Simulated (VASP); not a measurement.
# Ga (Fd-3m) in VASP: a series of runs

The runs below take Ga through single point, with PBEsol.

All numbers are computed with VASP 6.6.1; they aren't measurements. Logs are shortened: lines on timing, memory, paths and dates and some standing lists are left out, and cuts for length are marked.

### Step 1. The cell of the first run

The structure is cubic, space group Fd-3m (No. 227). Conventional cell: a = 5.756 Å, b = 5.756 Å, c = 5.756 Å, α = 90.00°, β = 90.00°, γ = 90.00°. Ga (site symmetry -43m) has 4 Ga at 2.49 Å within 3.3 Å.

### Step 2. Single point, PBEsol

Input file INCAR:

```
PREC     = Accurate       # precision mode
ENCUT    = 500            # plane-wave cutoff, eV
EDIFF    = 1E-6           # SCF threshold, eV
ISMEAR   = -1             # smearing method
SIGMA    = 0.05           # smearing width, eV
LREAL    = False          # projectors in reciprocal space
LASPH    = True           # aspherical terms in the spheres
NELM     = 120            # most SCF steps
ALGO     = Normal         # electronic algorithm
ISIF     = 2              # what is computed and relaxed
LWAVE    = False          # write WAVECAR
LCHARG   = False          # write CHGCAR
GGA      = PS             # functional
NBANDS   = 20             # bands
GGA_COMPAT= False
```

Input file KPOINTS:

```
Automatic mesh
0
Gamma
  7 7 7
```

Input file POSCAR:

```
Ga
1.0
    0.0000000000      2.8780184521      2.8780184521
    2.8780184521      0.0000000000      2.8780184521
    2.8780184521      2.8780184521      0.0000000000
Ga
2
Direct
    0.0000000000      0.0000000000      0.0000000000
    0.2500000000      0.2500000000      0.2500000000
```

Potentials or basis: VASP PAW PBE potentials, release 64 (Ga_d).

The run is started by

```bash
$ cat potpaw_PBE.64/Ga_d/POTCAR > POTCAR
$ mpirun -np 1 vasp_std > vasp.out
```

OUTCAR:

```text
PREC = Accurate
   ENCUT = 500
   EDIFF = 1E-6
   ISMEAR = -1
   LREAL = False
   LASPH = True
   NELM = 120
   ISIF = 2
   GGA = PS

 ion  position               nearest neighbor table
   1  0.000  0.000  0.000-   2 2.49   2 2.49   2 2.49   2 2.49
   2  0.250  0.250  0.250-   1 2.49   1 2.49   1 2.49   1 2.49

  LATTYP: Found a face centered cubic cell.
 ALAT       =     5.7560369042

  Lattice vectors:

 A1 = (   0.0000000000,   2.8780184521,   2.8780184521)
 A2 = (   2.8780184521,   0.0000000000,   2.8780184521)
 A3 = (   2.8780184521,   2.8780184521,   0.0000000000)

Analysis of symmetry for initial positions (statically):
=====================================================================
 Subroutine PRICEL returns:
 Original cell was already a primitive cell.

 Routine SETGRP: Setting up the symmetry group for a
 face centered cubic supercell.

 Subroutine GETGRP returns: Found 48 space group operations
 (whereof 24 operations were pure point group operations)
 out of a pool of 48 trial point group operations.

The static configuration has the point symmetry T_d .
 The point group associated with its full space group is O_h .

Analysis of symmetry for dynamics (positions and initial velocities):
=====================================================================
 Subroutine PRICEL returns:
 Original cell was already a primitive cell.

 Routine SETGRP: Setting up the symmetry group for a
 face centered cubic supercell.

 Subroutine GETGRP returns: Found 48 space group operations
 (whereof 24 operations were pure point group operations)
 out of a pool of 48 trial point group operations.

The dynamic configuration has the point symmetry T_d .
 The point group associated with its full space group is O_h .

 Subroutine INISYM returns: Found 48 space group operations
 (whereof 24 operations are pure point group operations),
 and found     1 'primitive' translations

----------------------------------------------------------------------------------------

                                     Primitive cell

  volume of cell :      47.6772

  direct lattice vectors                    reciprocal lattice vectors
     0.000000000  2.878018452  2.878018452    -0.173730644  0.173730644  0.173730644
     2.878018452  0.000000000  2.878018452     0.173730644 -0.173730644  0.173730644
     2.878018452  2.878018452  0.000000000     0.173730644  0.173730644 -0.173730644

  length of vectors
     4.070132728  4.070132728  4.070132728     0.300910303  0.300910303  0.300910303

  position of ions in fractional coordinates (direct lattice)
     0.000000000  0.000000000  0.000000000
     0.250000000  0.250000000  0.250000000

  ion indices of the primitive-cell ions
   primitive index   ion index
                 1           1
                 2           2

----------------------------------------------------------------------------------------

 KPOINTS: Automatic mesh

Automatic generation of k-mesh.
 Grid dimensions read from file:
 generate k-points for:    7    7    7

 Generating k-lattice:

  Cartesian coordinates                     Fractional coordinates (reciprocal lattice)
    -0.024818663  0.024818663  0.024818663     0.142857143  0.000000000  0.000000000
     0.024818663 -0.024818663  0.024818663     0.000000000  0.142857143  0.000000000
     0.024818663  0.024818663 -0.024818663     0.000000000  0.000000000  0.142857143

  Length of vectors
     0.042987186  0.042987186  0.042987186

  Shift w.r.t. Gamma in fractional coordinates (k-lattice)
     0.000000000  0.000000000  0.000000000

 Subroutine IBZKPT returns following result:
 ===========================================

 Found     20 irreducible k-points:

 Following reciprocal coordinates:
            Coordinates               Weight
  0.000000  0.000000  0.000000      1.000000
  0.142857  0.000000  0.000000      8.000000
  0.285714  0.000000  0.000000      8.000000
  0.428571  0.000000  0.000000      8.000000
  0.142857  0.142857  0.000000      6.000000
  0.285714  0.142857  0.000000     24.000000
[... 12 lines left out ...]
 -0.428571  0.428571  0.142857     24.000000
 -0.285714  0.428571  0.142857     24.000000
   k-points           NKPTS =     20   k-points in BZ     NKDIM =     20   number of bands    NBANDS=     20
   number of dos      NEDOS =    301   number of ions     NIONS =      2
   total plane-waves  NPLWV =  27000
   dimension x,y,z NGX =    30 NGY =   30 NGZ =   30
   dimension x,y,z NGXF=    60 NGYF=   60 NGZF=   60
   ions per type =               2
   NGX,Y,Z   is equivalent  to a cutoff of  12.25, 12.25, 12.25 a.u.
   NGXF,Y,Z  is equivalent  to a cutoff of  24.51, 24.51, 24.51 a.u.
 SYSTEM =  unknown system
   PREC   = accura    normal or accurate (medium, high low for compatibility)
   ISTART =      0    job   : 0-new  1-cont  2-samecut
   ICHARG =      2    charge: 1-file 2-atom 10-const
   ISPIN  =      1    spin polarized calculation?
   LNONCOLLINEAR =      F non collinear calculations
   LSORBIT =      F    spin-orbit coupling
   LASPH  =      T    aspherical Exc in radial PAW
   ENCUT  =  500.0 eV  36.75 Ry    6.06 a.u.   7.42  7.42  7.42*2*pi/ulx,y,z
   NELM   =    120;   NELMIN=  2; NELMDL= -5     # of ELM steps
   EDIFF  = 0.1E-05   stopping-criterion for ELM
   LREAL  =      F    real-space projection
   EDIFFG = 0.1E-04   stopping-criterion for IOM
   NSW    =      0    number of steps for IOM
   IBRION =     -1    ionic relax: 0-MD 1-quasi-New 2-CG
   NFREE  =      0    steps in history (QN), initial steepest desc. (CG)
   ISIF   =      2    stress and relaxation
   ISYM   =      2    0-nonsym 1-usesym 2-fastsym
   POTIM  = 0.5000    time-step for ionic-motion
   TEBEG  =    0.0;   TEEND  =   0.0 temperature during run
   PSTRESS=    0.0 pullay stress
   NELECT =      26.0000    total number of electrons
   NUPDOWN=      -1.0000    fix difference up-down
   EMIN   =  10.00;   EMAX   =-10.00  energy-range for DOS
   EFERMI =   0.00;   METHOD = LEGACY
   ISMEAR =    -1;   SIGMA  =   0.05  broadening in eV -4-tet -1-fermi 0-gaus
   EFERMI_NEDOS =   21; number of points for ismear=-14 and -15
   IALGO  =     38    algorithm
   IMIX   =      4    mixing-type and parameters
     AMIX     =   0.40;   BMIX     =  1.00
     AMIX_MAG =   1.60;   BMIX_MAG =  1.00
  volume/ion in A,a.u.               =      23.84       160.87
  Fermi-wavevector in a.u.,A,eV,Ry     =   1.337506  2.527520 24.339762  1.788922
  Thomas-Fermi vector in A             =   2.466049
   LORBIT       =      0    0 simple, 1 ext, 2 COOP (PROOUT), +10 PAW based schemes
   GGA     = PS    functional components
   LHFCALC =     F    Hartree Fock is set to
   AEXX    =    0.0000 exact exchange contribution
   IVDW    =     0    specifies the selected vdW correction
   LEPSILON=     F    determine dielectric tensor
   LRPA    =     F    only Hartree local field effects (RPA)
 non-spin polarized calculation
  energy-cutoff  :      500.00
  volume of cell :       47.68
 maximum number of plane-waves:      1243
 NGX is ok and might be reduce to    30
   NGX = 15   NGY = 15   NGZ = 15

 number of electron      25.9999983 magnetization

 Free energy of the ion-electron system (eV)
  ---------------------------------------------------
  ext. energy  EPLUGINS =         0.00000000
  ---------------------------------------------------
  free energy    TOTEN  =        -6.02022423 eV

  energy without entropy =       -6.00097309  energy(sigma->0) =       -6.01059866

 E-fermi :   2.8858     XC(G=0):  -9.7527

 val. band max:        2.8233931348   @ k =   0.4286   0.2857   0.0000
 cond. band min:       2.9057342928   @ k =  -0.4286   0.2857   0.1429
 fundamental gap:      0.0823411580
 Fermi energy:         2.8857574320

 k-point     1 :       0.0000    0.0000    0.0000
  band No.  band energies     occupation
      1     -11.9252      2.00000
      2     -11.9252      2.00000
      3     -11.9252      2.00000
      4     -11.8786      2.00000
      5     -11.8786      2.00000
      6     -11.5286      2.00000
[... 12 lines left out ...]
     19      10.6795      0.00000
     20      14.2362      0.00000

 k-point     2 :       0.1429    0.0000    0.0000
  band No.  band energies     occupation
      1     -11.9437      2.00000
      2     -11.9437      2.00000
      3     -11.9210      2.00000
      4     -11.8510      2.00000
      5     -11.8510      2.00000
      6     -11.5408      2.00000
[... 12 lines left out ...]
     19      11.9700      0.00000
     20      12.8904      0.00000

 k-point     3 :       0.2857    0.0000    0.0000
  band No.  band energies     occupation
      1     -11.9578      2.00000
      2     -11.9578      2.00000
      3     -11.9117      2.00000
      4     -11.8204      2.00000
      5     -11.8204      2.00000
      6     -11.5581      2.00000
[... 12 lines left out ...]
     19      12.0756      0.00000
     20      13.0550      0.00000

 k-point     4 :       0.4286    0.0000    0.0000
  band No.  band energies     occupation
      1     -11.9594      2.00000
      2     -11.9594      2.00000
      3     -11.9043      2.00000
      4     -11.8110      2.00000
      5     -11.8110      2.00000
      6     -11.5752      2.00000
[... 12 lines left out ...]
     19      14.5022      0.00000
     20      14.9982      0.00000

 k-point     5 :       0.1429    0.1429    0.0000
  band No.  band energies     occupation
      1     -11.9506      2.00000
      2     -11.9344      2.00000
      3     -11.9344      2.00000
      4     -11.8566      2.00000
      5     -11.8221      2.00000
      6     -11.5959      2.00000
[... 12 lines left out ...]
     19      11.5753      0.00000
     20      12.3743      0.00000
[... 261 lines left out ...]
      6     -11.6795      2.00000
[... 12 lines left out ...]
     19      13.4718      0.00000
     20      15.0687      0.00000

 k-point    18 :      -0.4286    0.2857    0.1429
  band No.  band energies     occupation
      1     -11.9977      2.00000
      2     -11.9810      2.00000
      3     -11.8559      2.00000
      4     -11.7705      2.00000
      5     -11.7248      2.00000
      6     -11.6831      2.00000
[... 12 lines left out ...]
     19      13.3774      0.00000
     20      15.2663      0.00000

 k-point    19 :      -0.4286    0.4286    0.1429
  band No.  band energies     occupation
      1     -11.9897      2.00000
      2     -11.9889      2.00000
      3     -11.8559      2.00000
      4     -11.7806      2.00000
      5     -11.7183      2.00000
      6     -11.6521      2.00000
[... 12 lines left out ...]
     19      15.0256      0.00000
     20      16.3196      0.00000

 k-point    20 :      -0.2857    0.4286    0.1429
  band No.  band energies     occupation
      1     -12.0063      2.00000
      2     -11.9900      2.00000
      3     -11.8270      2.00000
      4     -11.7467      2.00000
      5     -11.7118      2.00000
      6     -11.6648      2.00000
[... 12 lines left out ...]
     19      14.6605      0.00000
     20      15.6743      0.00000

------------------------ aborting loop because EDIFF is reached ----------------------------------------

  FORCE on cell =-STRESS in cart. coord.  units (eV):
  Direction    XX          YY          ZZ          XY          YZ          ZX
  --------------------------------------------------------------------------------------
  -------------------------------------------------------------------------------------
  Total        0.0187922      0.0187922      0.0187922      0.0000000      0.0000000      0.0000000
  in kB        0.6315046      0.6315046      0.6315046      0.0000000      0.0000000      0.0000000
  external PRESSURE =       0.6315046 kB  Pullay stress =       0.0000000 kB

 VOLUME and BASIS-vectors are now :
 -----------------------------------------------------------------------------
  energy-cutoff  :      500.00
  volume of cell :       47.68
      direct lattice vectors                 reciprocal lattice vectors
     0.000000000  2.878018452  2.878018452    -0.173730644  0.173730644  0.173730644
     2.878018452  0.000000000  2.878018452     0.173730644 -0.173730644  0.173730644
     2.878018452  2.878018452  0.000000000     0.173730644  0.173730644 -0.173730644

 POSITION                                       TOTAL-FORCE (eV/Angst)
 -----------------------------------------------------------------------------------
      0.00000      0.00000      0.00000        -0.000000      0.000000     -0.000000
      1.43901      1.43901      1.43901         0.000000     -0.000000      0.000000
 -----------------------------------------------------------------------------------
    total drift:                                0.000000      0.000000      0.000000

  FREE ENERGIE OF THE ION-ELECTRON SYSTEM (eV)
  ---------------------------------------------------
  free  energy   TOTEN  =        -6.0202242279 eV

  energy  without entropy=       -6.0009730904  energy(sigma->0) =       -6.01059866
```

Wall time 13 s (1 thread of AMD EPYC 9R45 (Zen 5), shared host); peak memory 0.14 GiB.

What came out:

| Item | Value |
| --- | --- |
| Free energy | -6.0202 eV |
| Pressure | 0.1 GPa |
| Band gap on the k mesh | zero (band 13 reaches 5.75 eV, above the bottom of band 14 at 1.96 eV) |

Caveat: the PAW data sets were made with another functional, which shifts forces and pressure a little.

### Step 3. Single point, PBEsol

Input file INCAR:

```
SYSTEM = Ga
PREC     = Accurate       ! precision mode
ENCUT    = 500            ! plane-wave cutoff, eV
EDIFF    = 1E-6           ! SCF threshold, eV
ISMEAR   = -1             ! smearing method
SIGMA    = 0.05           ! smearing width, eV
LREAL    = .False.        ! projectors in reciprocal space
LASPH    = .True.         ! aspherical terms in the spheres
NELM     = 120            ! most SCF steps
ALGO     = Normal         ! electronic algorithm
ISIF     = 2              ! what is computed and relaxed
LWAVE    = .False.        ! write WAVECAR
LCHARG   = .False.        ! write CHGCAR
GGA      = PS             ! functional
NBANDS   = 20             ! bands
GGA_COMPAT= .False.
```

Input file KPOINTS:

```
Automatic mesh
0
Gamma
  7 7 7
  0 0 0
```

POSCAR is that of step 2.

Potentials or basis: VASP PAW PBE potentials, release 64 (Ga_d).

The run is started by

```bash
$ cat potpaw_PBE.64/Ga_d/POTCAR > POTCAR
$ mpirun -np 1 vasp_std > vasp.out
```

It took 13 s on 1 thread of AMD EPYC 9R45 (Zen 5), shared host; peak memory 0.14 GiB.

Results (log left out):

- Free energy: -6.0202 eV
- Pressure: 0.1 GPa
- Band gap on the k mesh: zero (band 13 reaches 5.75 eV, above the bottom of band 14 at 1.96 eV)

Levels at points of the mesh, in eV from the Fermi level:
```
           k point  band 9  band 10  band 11  band 12  band 13  band 14  band 15  band 16  band 17  band 18
(0.00, 0.00, 0.00)  -14.35   -14.35    -9.70     2.86     2.86     2.86     3.99     4.90     4.90     4.90
```

Caveat: the PAW data sets were made with another functional, which shifts forces and pressure a little.

### Step 4. Single point, PBEsol

This run uses another cell than the first one, of 23.60 Å³/atom, 0.990 times its volume.

Input file INCAR:

```
PREC     = Accurate       # precision mode
ENCUT    = 500            # plane-wave cutoff, eV
EDIFF    = 1E-6           # SCF threshold, eV
ISMEAR   = -1             # smearing method
SIGMA    = 0.05           # smearing width, eV
LREAL    = F              # projectors in reciprocal space
LASPH    = T              # aspherical terms in the spheres
NELM     = 120            # most SCF steps
ALGO     = Normal         # electronic algorithm
ISIF     = 2              # what is computed and relaxed
LWAVE    = F              # write WAVECAR
LCHARG   = F              # write CHGCAR
GGA      = PS             # functional
NBANDS   = 20             # bands
GGA_COMPAT= F
```

Input file KPOINTS:

```
Automatic mesh
0
Gamma
  7 7 7
```

Input file POSCAR:

```
Ga
1.0
    0.0000000000      2.8683929004      2.8683929004
    2.8683929004      0.0000000000      2.8683929004
    2.8683929004      2.8683929004      0.0000000000
Ga
2
Direct
    0.0000000000      0.0000000000      0.0000000000
    0.2500000000      0.2500000000      0.2500000000
```

The run is started by

```bash
$ cat potpaw_PBE.64/Ga_d/POTCAR > POTCAR
$ mpirun -np 1 vasp_std > vasp.out
```

Run time: 12 s. Hardware: 1 thread of AMD EPYC 9R45 (Zen 5), shared host; peak memory 0.14 GiB.

It converged, with:

```yaml
Free_energy: -6.0194 eV
Pressure: 0.5 GPa
Band_gap_on_the_k_mesh: zero (band 13 reaches 5.85 eV, above the bottom of band 14 at 2.01 eV)
```

Levels at points of the mesh, in eV from the Fermi level:
```
           k point  band 9  band 10  band 11  band 12  band 13  band 14  band 15  band 16  band 17  band 18
(0.00, 0.00, 0.00)  -14.35   -14.35    -9.75     2.89     2.89     2.89     4.10     4.94     4.94     4.94
```

Caveat: the PAW data sets were made with another functional, which shifts forces and pressure a little.
